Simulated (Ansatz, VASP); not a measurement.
One calculation of Se, two programs

```xyz
1
Lattice="0.0000 2.0936 2.0936 2.0936 0.0000 2.0936 2.0936 2.0936 0.0000" Properties=species:S:1:pos:R:3 pbc="T T T"
Se    0.0000    0.0000    0.0000
```

Alike in both runs: task single point; functional revPBE; k mesh 14 × 14 × 14; occupations fermi-dirac, width 0.1 eV; no spin polarisation.

|  | VASP | Ansatz |
| --- | --- | --- |
| version | VASP 6.6.1 | Ansatz 0.2.0 |
| potentials or method | VASP PAW PBE potentials, release 64 (Se), cutoff 520 eV | plane waves (420 eV) with PAW, scalar-relativistic |
| valence electrons in the cell | 6 | 16 |

```csv
,VASP,Ansatz,Ansatz less VASP
pressure (GPa),10.6,10.6,+0.02
```

VASP's potentials were made for PBE, not for revPBE. VASP's potentials hold 6 valence electrons a cell and Ansatz's 16, so a difference there can come from the potentials and not from the codes.
